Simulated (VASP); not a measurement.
Set up this calculation in VASP 6.6.1, as the native input.

```yaml
Task: single point
Functional: PBEsol
Potentials_or_basis: VASP PAW PBE potentials, release 64 (C)
Cutoff: 520 eV
k_mesh: 11 × 7 × 1
Occupations: gaussian, width 0.05 eV
Spin: no spin polarisation
Dipole_correction: yes
Further_INCAR_settings: ALGO = Normal; EDIFF = 1e-06; NBANDS = 36
```

The structure of C lies in POSCAR:

```
C
1.0
    2.4588279200      0.0000000000      0.0000000000
    0.6147192233      3.8418048898      0.0000000000
    0.0000000000      0.0000000000     25.9121866414
C
12
Direct
    0.7180508560      0.1280047339      0.2894391008
    0.2051619643      0.1792175347      0.3157635933
    0.1796572662      0.2816158682      0.3683985619
    0.6667683745      0.3328286690      0.3947230545
    0.6412636763      0.4352270025      0.4473580231
    0.1283747847      0.4864398033      0.4736825157
    0.1028700865      0.5888381368      0.5263174843
    0.5899811948      0.6400509376      0.5526419769
    0.5644764966      0.7424492711      0.6052769455
    0.0515876050      0.7936620719      0.6316014381
    0.0260829068      0.8960604054      0.6842364067
    0.5131940151      0.9472732062      0.7105608992
```

The input as run:

INCAR

```
SYSTEM = C
  PREC = Accurate
  ENCUT = 520
  EDIFF = 1E-6
  ISMEAR = 0
  SIGMA = 0.05
  LREAL = .FALSE.
  LASPH = .TRUE.
  NELM = 60
  ALGO = Normal
  ISIF = 2
  LWAVE = .FALSE.
  LCHARG = .FALSE.
  LDIPOL = .TRUE.
  IDIPOL = 3
  DIPOL = 0.5 0.5 0.500
  GGA = PS
  NBANDS = 36
```

KPOINTS

```
regular mesh
0
G
  11 7 1
  0 0 0
```

Potentials or basis: VASP PAW PBE potentials, release 64 (C).

Command:

```console
$ cat potpaw_PBE.64/C/POTCAR > POTCAR
$ mpirun -np 1 vasp_std > vasp.out
```

It gave:

The largest force is 2.725 eV/Å and the band gap on the k mesh is zero (bands 24 and 25 overlap by 0.29 eV).

Caveat: the PAW data sets were made with another functional, which shifts forces and pressure a little.

Wall time 6.3 min on 1 thread of Intel(R) Xeon(R) Platinum 8488C (Sapphire Rapids) (shared host), peak memory 0.43 GiB.
